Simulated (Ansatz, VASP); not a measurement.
## Two plane-wave programs on SiC

The input POSCAR:

```
SiC
1.0
    3.0907330245      0.0000000000      0.0000000000
   -1.5453665123      2.6633366324      0.0000000000
    0.0000000000      0.0000000000      5.0481080951
Si C
2 2
Direct
    0.3332318153      0.6664636306     -0.0005302416
    0.6667681847      0.3335363694      0.4994697584
    0.3329701665      0.6659403330      0.3755302416
    0.6670298335      0.3340596670      0.8755302416
```

File INCAR.step1:

```
PREC = Accurate
ENCUT = 520
EDIFF = 1E-5
ISMEAR = 0
SIGMA = 0.01
LREAL = F
LASPH = T
NELM = 80
ALGO = Normal
ISIF = 2
LWAVE = T
LCHARG = F
NBANDS = 16
GGA = PE
```

INCAR.step2

```
PREC = Accurate
ENCUT = 520
EDIFF = 1E-6
ISMEAR = 0
SIGMA = 0.01
LREAL = F
LASPH = T
NELM = 80
ALGO = Normal
ISIF = 2
LWAVE = F
LCHARG = F
GGA = PE
LHFCALC = T
HFSCREEN = 0.2079
PRECFOCK = Normal
NBANDS = 16
ISTART = 1
```

The input KPOINTS:

```
Automatic mesh
0
Gamma
  6 6 4
```

Input for Ansatz:

```yaml
crystal:
  lattice:
    - [3.0907330245, 0.0, 0.0]
    - [-1.5453665123, 2.6633366324, 0.0]
    - [0.0, 0.0, 5.0481080951]
  atoms:
    - { symbol: Si, position: [0.3332318153, 0.6664636306, -0.0005302416] }
    - { symbol: Si, position: [0.6667681847, 0.3335363694, 0.4994697584] }
    - { symbol: C, position: [0.3329701665, 0.665940333, 0.3755302416] }
    - { symbol: C, position: [0.6670298335, 0.334059667, 0.8755302416] }
kpoints:
  mp_grid: { grid: [6, 6, 4] }
  band_path:
    path:
      - [0.0, 0.0, 0.0]
      - [0.5, 0.0, 0.0]
      - [0.3333333333, 0.3333333333, 0.0]
      - [0.0, 0.0, 0.5]
      - [0.5, 0.0, 0.5]
      - [0.3333333333, 0.3333333333, 0.5]
    npoints: 1
hamiltonian:
  xc: hse06
scf:
  occupations: { method: fixed }
  n_extra_bands: 5
output:
  forces: true
  stress: true
  eigenvalues: true
```

Change from the starting cell: uniaxial_x strain +0.5%.

Alike in both runs: task single point; functional HSE06; k mesh 6 × 6 × 4; no spin polarisation.

|  | VASP | Ansatz |
| --- | --- | --- |
| version | VASP 6.6.1 | Ansatz 0.2.0 |
| potentials or method | VASP PAW PBE potentials, release 64 (Si, C) | plane waves, PAW |
| plane-wave cutoff (eV) | 520 | 420 |
| occupations | gaussian, width 0.01 eV | fixed |
| valence electrons in the cell | 16 | 16 |

|  | VASP | Ansatz | Ansatz less VASP |
| --- | --- | --- | --- |
| gap on the k mesh at the Fermi level (eV) | 3.17 | 3.16 | -0.002 |
| pressure (GPa) | -2.7 | -2.3 | +0.37 |
| traceless stress, the component that is largest in VASP (GPa) | -1.33 | -1.31 | +0.024 |
| rms of the force components (eV/Å) | 0.011 | 0.012 | +0.0006 |

Atom by atom the forces differ by 0.001 eV/Å (rms over components). Ansatz's warnings: stress exchange threshold loose, stress scf threshold loose.
